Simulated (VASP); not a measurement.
# HfO2 (P4_2/nmc) in VASP: a series of runs

HfO2 is run at these levels: LDA; tasks: vibrations by perturbation theory, elastic constants.

All numbers are computed with VASP 6.6.1; they aren't measurements. Logs are shortened: lines on timing, memory, paths and dates and some standing lists are left out, and cuts for length are marked.

**1. The cell of the first run**

Symmetry: P4_2/nmc, No. 137, tetragonal system. Conventional cell: a = 3.505 Å, b = 3.505 Å, c = 5.024 Å, α = 90.00°, β = 90.00°, γ = 90.00°. Hf (site symmetry -4m2) has 8 O at 2.05 to 2.28 Å within 2.7 Å. Within 2.7 Å of O (site symmetry 2mm) lie 4 Hf at 2.05 to 2.28 Å and 6 O at 2.51 Å.

**2. Vibrations by perturbation theory, LDA**

The input, INCAR:

```
SYSTEM = HfO2
PREC = Accurate
ENCUT = 600
EDIFF = 1E-8
ISMEAR = 0
SIGMA = 0.01
LREAL = .False.
LASPH = .True.
NELM = 120
ALGO = Normal
ISIF = 2
LWAVE = .False.
LCHARG = .False.
NBANDS = 31
IBRION = 8
NSW = 1
LEPSILON = .True.
GGA_COMPAT = .False.
```

The input, KPOINTS:

```
Automatic mesh
0
Gamma
  6 6 6
  0 0 0
```

The input, POSCAR:

```
HfO2
1.0
    3.5049796555      0.0000000000      0.0000000000
    0.0000000000      3.5049796555      0.0000000000
    0.0000000000      0.0000000000      5.0243633641
Hf O
2 4
Direct
    0.5000000000      0.5000000000      0.5000000000
    0.0000000000      0.0000000000      0.0000000000
    0.0000000000      0.5000000000      0.7109841696
    0.5000000000      0.0000000000      0.7890158304
    0.5000000000      0.0000000000      0.2890158304
    0.0000000000      0.5000000000      0.2109841696
```

Potentials or basis: VASP PAW LDA potentials, release 64 (Hf_pv, O).

Started as:

```bash
> cat potpaw_LDA.64/Hf_pv/POTCAR potpaw_LDA.64/O/POTCAR > POTCAR
> mpirun -np 1 vasp_std > vasp.out
```

OUTCAR:

```text
SYSTEM = HfO2
   PREC = Accurate
   ENCUT = 600
   EDIFF = 1E-8
   ISMEAR = 0
   LREAL = .False.
   LASPH = .True.
   NELM = 120
   ISIF = 2
   IBRION = 8
   NSW = 1
   LEPSILON = .True.

 ion  position               nearest neighbor table
   1  0.500  0.500  0.500-   3 2.05   5 2.05   5 2.05   3 2.05   4 2.28   4 2.28   6 2.28   6 2.28
                             2 3.53   2 3.53   2 3.53   2 3.53   2 3.53   2 3.53   2 3.53   2 3.53
   2  0.000  0.000  0.000-   4 2.05   6 2.05   6 2.05   4 2.05   3 2.28   5 2.28   3 2.28   5 2.28
                             1 3.53   1 3.53   1 3.53   1 3.53   1 3.53   1 3.53   1 3.53   1 3.53
   3  0.000  0.500  0.711-   1 2.05   1 2.05   2 2.28   2 2.28
   4  0.500  0.000  0.789-   2 2.05   2 2.05   1 2.28   1 2.28
   5  0.500  0.000  0.289-   1 2.05   1 2.05   2 2.28   2 2.28
   6  0.000  0.500  0.211-   2 2.05   2 2.05   1 2.28   1 2.28

  LATTYP: Found a simple tetragonal cell.
 ALAT       =     3.5049796555
 C/A-ratio  =     1.4334928753

  Lattice vectors:

 A1 = (   3.5049796555,   0.0000000000,   0.0000000000)
 A2 = (   0.0000000000,   3.5049796555,   0.0000000000)
 A3 = (   0.0000000000,   0.0000000000,   5.0243633641)

Analysis of symmetry for initial positions (statically):
=====================================================================
 Subroutine PRICEL returns:
 Original cell was already a primitive cell.

 Routine SETGRP: Setting up the symmetry group for a
 simple tetragonal supercell.

 Subroutine GETGRP returns: Found 16 space group operations
 (whereof  8 operations were pure point group operations)
 out of a pool of 16 trial point group operations.

The static configuration has the point symmetry D_2d.
 The point group associated with its full space group is D_4h.

Analysis of symmetry for dynamics (positions and initial velocities):
=====================================================================
 Subroutine PRICEL returns:
 Original cell was already a primitive cell.

 Routine SETGRP: Setting up the symmetry group for a
 simple tetragonal supercell.

 Subroutine GETGRP returns: Found 16 space group operations
 (whereof  8 operations were pure point group operations)
 out of a pool of 16 trial point group operations.

The dynamic configuration has the point symmetry D_2d.
 The point group associated with its full space group is D_4h.

 Subroutine INISYM returns: Found 16 space group operations
 (whereof  8 operations are pure point group operations),
 and found     1 'primitive' translations

----------------------------------------------------------------------------------------

                                     Primitive cell
[... 1074 lines left out ...]
  y    -0.00000    -0.00000    -0.00000     0.00000     0.00000     0.00000
  z     0.00000     0.00000     0.00000     0.00000     0.00000     0.00000

 PIEZOELECTRIC TENSOR (including local field effects)  for field in x, y, z        (C/m^2)
          XX          YY          ZZ          XY          YZ          ZX
  --------------------------------------------------------------------------------
  x     0.00000     0.00000     0.00000     0.00000     0.00000     0.00000
  y    -0.00000    -0.00000    -0.00000     0.00000     0.00000     0.00000
  z     0.00000     0.00000     0.00000     0.00000     0.00000     0.00000

 BORN EFFECTIVE CHARGES (including local field effects) (in |e|, cummulative output)
 ---------------------------------------------------------------------------------
 ion    1
    1     5.53619     0.00000     0.00000
    2     0.00000     5.53619     0.00000
    3     0.00000     0.00000     5.04502
 ion    2
    1     5.53619     0.00000     0.00000
    2     0.00000     5.53619     0.00000
    3     0.00000     0.00000     5.04502
 ion    3
    1    -3.29645     0.00000     0.00000
    2     0.00000    -2.23973    -0.00000
    3     0.00000     0.00000    -2.52251
 ion    4
    1    -3.29645     0.00000     0.00000
    2     0.00000    -2.23973    -0.00000
    3     0.00000     0.00000    -2.52251
 ion    5
    1    -2.23973     0.00000     0.00000
    2     0.00000    -3.29645     0.00000
    3     0.00000     0.00000    -2.52251
 ion    6
    1    -2.23973     0.00000     0.00000
    2     0.00000    -3.29645     0.00000
    3     0.00000     0.00000    -2.52251

 INTERNAL STRAIN TENSOR FOR ION    6 for displacements in x,y,z  (eV/Angst):
          X           Y           Z          XY          YZ          ZX
  --------------------------------------------------------------------------------
  x     0.00000     0.00000     0.00000     0.00000     0.00000     6.08787
  y     0.00000     0.00000     0.00000     0.00000   -12.39247     0.00000
  z     7.01944   -12.98595    -7.49263     0.00000     0.00000     0.00000

 SECOND DERIVATIVES (NOT SYMMETRIZED)
 ------------------------------------
               1X          1Y          1Z          2X          2Y          2Z          3X          3Y          3Z          4X          4Y          4Z          5X          5Y          5Z          6X          6Y          6Z
  1X   -11.168050    0.000000    0.000000    0.607310    0.000000    0.000000    9.729463    0.000000    0.000000    0.901818    0.000000    0.000000    1.195500    0.000000    0.000000   -1.266042    0.000000    0.000000
  1Y     0.000000  -11.168050    0.000000    0.000000    0.607310    0.000000    0.000000    1.195500    0.000000    0.000000   -1.266042    0.000000    0.000000    9.729463    0.000000    0.000000    0.901818    0.000000
  1Z     0.000000    0.000000  -28.010166    0.000000    0.000000   16.954436    0.000000    0.000000    6.128591    0.000000    0.000000   -0.600726    0.000000    0.000000    6.128591    0.000000    0.000000   -0.600726
  2X     0.607310    0.000000    0.000000  -11.168050    0.000000    0.000000    0.901818    0.000000    0.000000    9.729463    0.000000    0.000000   -1.266042    0.000000    0.000000    1.195500    0.000000    0.000000
  2Y     0.000000    0.607310    0.000000    0.000000  -11.168050    0.000000    0.000000   -1.266042    0.000000    0.000000    1.195500    0.000000    0.000000    0.901818    0.000000    0.000000    9.729463    0.000000
  2Z     0.000000    0.000000   16.954436    0.000000    0.000000  -28.010166    0.000000    0.000000   -0.600726    0.000000    0.000000    6.128591    0.000000    0.000000   -0.600726    0.000000    0.000000    6.128591
  3X     9.735275    0.000000    0.000000    0.904408    0.000000    0.000000  -20.147844    0.000000    0.000000    8.026528    0.000000    0.000000    0.346504    0.000000    0.000000    1.135129    0.000000    0.000000
  3Y     0.000000    1.200004    0.000000    0.000000   -1.263718    0.000000    0.000000   -8.056066    0.000000    0.000000    6.630402    0.000000    0.000000    0.352073    0.000000    0.000000    1.137306    0.000000
  3Z     0.000000    0.000000    6.131154    0.000000    0.000000   -0.595888    0.000000    0.000000  -15.484559    0.000000    0.000000   -1.831092    0.000000    0.000000    1.237369    0.000000    0.000000   10.543015
  4X     0.904408    0.000000    0.000000    9.735275    0.000000    0.000000    8.026528    0.000000    0.000000  -20.147844    0.000000    0.000000    1.135129    0.000000    0.000000    0.346504    0.000000    0.000000
  4Y     0.000000   -1.263718    0.000000    0.000000    1.200004    0.000000    0.000000    6.630402    0.000000    0.000000   -8.056066    0.000000    0.000000    1.137306    0.000000    0.000000    0.352073    0.000000
  4Z     0.000000    0.000000   -0.595888    0.000000    0.000000    6.131154    0.000000    0.000000   -1.831092    0.000000    0.000000  -15.484559    0.000000    0.000000   10.543015    0.000000    0.000000    1.237369
  5X     1.200004    0.000000    0.000000   -1.263718    0.000000    0.000000    0.352073    0.000000    0.000000    1.137306    0.000000    0.000000   -8.056066    0.000000    0.000000    6.630402    0.000000    0.000000
  5Y     0.000000    9.735275    0.000000    0.000000    0.904408    0.000000    0.000000    0.346504    0.000000    0.000000    1.135129    0.000000    0.000000  -20.147844    0.000000    0.000000    8.026528    0.000000
  5Z     0.000000    0.000000    6.131154    0.000000    0.000000   -0.595888    0.000000    0.000000    1.237369    0.000000    0.000000   10.543015    0.000000    0.000000  -15.484559    0.000000    0.000000   -1.831092
  6X    -1.263718    0.000000    0.000000    1.200004    0.000000    0.000000    1.137306    0.000000    0.000000    0.352073    0.000000    0.000000    6.630402    0.000000    0.000000   -8.056066    0.000000    0.000000
  6Y     0.000000    0.904408    0.000000    0.000000    9.735275    0.000000    0.000000    1.135129    0.000000    0.000000    0.346504    0.000000    0.000000    8.026528    0.000000    0.000000  -20.147844    0.000000
  6Z     0.000000    0.000000   -0.595888    0.000000    0.000000    6.131154    0.000000    0.000000   10.543015    0.000000    0.000000    1.237369    0.000000    0.000000   -1.831092    0.000000    0.000000  -15.484559

 Eigenvectors and eigenvalues of the dynamical matrix
 ----------------------------------------------------

   1 f  =   21.081798 THz   132.460841 2PiTHz  703.213074 cm-1    87.187270 meV
             X         Y         Z           dx          dy          dz
      1.752490  1.752490  2.512182     0.000000   -0.000000   -0.000000
      0.000000  0.000000  0.000000    -0.000000    0.000000    0.000000
      0.000000  1.752490  3.572243    -0.000000    0.000000    0.500000
      1.752490  0.000000  3.964302     0.000000   -0.000000    0.500000
      1.752490  0.000000  1.452121    -0.000000    0.000000   -0.500000
      0.000000  1.752490  1.060061     0.000000   -0.000000   -0.500000
[... 145 lines left out ...]
  18 f/i=    0.007084 THz     0.044509 2PiTHz    0.236293 cm-1     0.029297 meV
             X         Y         Z           dx          dy          dz
      1.752490  1.752490  2.512182    -0.148082   -0.634418   -0.000000
      0.000000  0.000000  0.000000    -0.148082   -0.634418   -0.000000
      0.000000  1.752490  3.572243    -0.044303   -0.188826   -0.000000
      1.752490  0.000000  3.964302    -0.044303   -0.188826   -0.000000
      1.752490  0.000000  1.452121    -0.044074   -0.189803   -0.000000
      0.000000  1.752490  1.060061    -0.044074   -0.189803   -0.000000

--------------------------------------------------------------------------------------------------------

 MACROSCOPIC STATIC DIELECTRIC TENSOR IONIC CONTRIBUTION
 ------------------------------------------------------
          38.372240    -0.000000    -0.000000
          -0.000000    38.372240    -0.000000
          -0.000000    -0.000000    13.492357
 ------------------------------------------------------

 ELASTIC MODULI CONTR FROM IONIC RELAXATION (kBar)
 Direction    XX          YY          ZZ          XY          YZ          ZX
 --------------------------------------------------------------------------------
 XX        -802.5733    377.5069   -533.7911      0.0000     -0.0000     -0.0000
 YY         377.5069   -802.5733   -533.7911      0.0000     -0.0000      0.0000
 ZZ        -533.7911   -533.7911  -1340.6512      0.0000     -0.0000      0.0000
 XY           0.0000      0.0000      0.0000      0.0000      0.0000      0.0000
 YZ          -0.0000     -0.0000     -0.0000      0.0000   -663.8820     -0.0000
 ZX          -0.0000      0.0000      0.0000      0.0000     -0.0000   -679.5190
 --------------------------------------------------------------------------------

 PIEZOELECTRIC TENSOR IONIC CONTR  for field in x, y, z        (C/m^2)
          XX          YY          ZZ          XY          YZ          ZX
  --------------------------------------------------------------------------------
  x    -0.00000     0.00000    -0.00000     0.00000    -0.00000     0.00000
  y    -0.00000     0.00000    -0.00000     0.00000    -0.00000     0.00000
  z     0.00000     0.00000     0.00000     0.00000     0.00000     0.00000
```

Run time: 15 min. Hardware: 1 thread of Intel Xeon 6975P-C (Granite Rapids), shared host; peak memory 0.54 GiB.

Results:

| Item | Value |
| --- | --- |
| Electronic dielectric tensor (diagonal) | 5.32, 5.32, 4.95 |
| Born charges (mean of the diagonal) | Hf +5.37; O -2.69 e |
| Highest phonon frequency at Γ, LO-TO splitting left out | 703 cm⁻¹ |

Phonon frequencies in cm⁻¹ (negative: imaginary):
| q point | frequencies |
| --- | --- |
| (0.000, 0.000, 0.000) | 0 0 0 114 114 152 152 248 272 333 473 473 499 499 630 696 696 703 |

Electronic dielectric tensor:
```
5.32 0.00 0.00
0.00 5.32 0.00
0.00 0.00 4.95
```

Born effective charge tensors (e):
atom 1, Hf
```
5.54 0.00 0.00
0.00 5.54 0.00
0.00 0.00 5.05
```
atom 2, Hf
```
5.54 0.00 0.00
0.00 5.54 0.00
0.00 0.00 5.05
```
atom 3, O
```
-3.30  0.00  0.00
 0.00 -2.24  0.00
 0.00  0.00 -2.52
```
atom 4, O
```
-3.30  0.00  0.00
 0.00 -2.24  0.00
 0.00  0.00 -2.52
```
atom 5, O
```
-2.24  0.00  0.00
 0.00 -3.30  0.00
 0.00  0.00 -2.52
```
atom 6, O
```
-2.24  0.00  0.00
 0.00 -3.30  0.00
 0.00  0.00 -2.52
```

Caveat: the cell stands under pressure or tension, which shifts response properties; spin-orbit coupling is left out, which moves the levels of the heavy elements.

**3. Elastic constants, LDA**

This run uses another cell than the first one, of 10.50 Å³/atom.

The input, INCAR:

```
ALGO     = Normal         # electronic algorithm
EDIFF    = 1E-8           # SCF threshold, eV
ENCUT    = 600            # plane-wave cutoff, eV
GGA      = CA             # functional
GGA_COMPAT= F            
IBRION   = 6              # ionic algorithm
ISIF     = 3              # what is computed and relaxed
ISMEAR   = 0              # smearing method
KPAR     = 4            
LASPH    = T              # aspherical terms in the spheres
LCHARG   = T              # write CHGCAR
LREAL    = F              # projectors in reciprocal space
LWAVE    = F              # write WAVECAR
NBANDS   = 31             # bands
NELM     = 120            # most SCF steps
NFREE    = 2            
NSW      = 1              # ionic steps
POTIM    = 0.015          # step
PREC     = Accurate       # precision mode
SIGMA    = 0.01           # smearing width, eV
```

The input, KPOINTS:

```
k-points
0
Gamma
  6 6 6
```

The input, POSCAR:

```
HfO2
1.0
    3.5244966978      0.0000000000      0.0000000000
    0.0000000000      3.5244966978      0.0000000000
    0.0000000000      0.0000000000      5.0707319023
Hf O
2 4
Direct
    0.5000000000      0.5000000000      0.5000000000
    0.0000000000      0.0000000000      0.0000000000
    0.0000000000      0.5000000000      0.7065776177
    0.5000000000      0.0000000000      0.7934223823
    0.5000000000      0.0000000000      0.2934223823
    0.0000000000      0.5000000000      0.2065776177
```

Potentials or basis: VASP PAW LDA potentials, release 64 (Hf_pv, O).

Started as:

```bash
> cat potpaw_LDA.64/Hf_pv/POTCAR potpaw_LDA.64/O/POTCAR > POTCAR
> mpirun -np 4 vasp_std > vasp.out
```

Wall time 10 min (4 MPI ranks of AMD EPYC 9R14 (Zen 4), shared host); peak memory 0.35 GiB.

Results (log left out):

```yaml
Voigt_bulk_modulus: 231 GPa
Highest_phonon_frequency_at_Γ_LO-TO_splitting_left_out: 684 cm⁻¹
```

Phonon frequencies in cm⁻¹ (negative: imaginary):
```tsv
q point	frequencies
(0.000, 0.000, 0.000)	0 0 0 109 109 122 122 238 284 326 468 468 476 476 616 683 684 684
```

Elastic tensor in Voigt notation (GPa, in the Cartesian axes of the cell as first typed):
```
430 258  81   0   0   0
258 430  81   0   0   0
 81  81 381   0   0   0
  0   0   0  44   0   0
  0   0   0   0  44   0
  0   0   0   0   0 202
```

Clamped-ion elastic tensor (GPa):
```
509 225 137   0   0   0
225 509 137   0   0   0
137 137 520   0   0   0
  0   0   0 116   0   0
  0   0   0   0 116   0
  0   0   0   0   0 202
```

Caveat: spin-orbit coupling is left out, which moves the levels of the heavy elements.
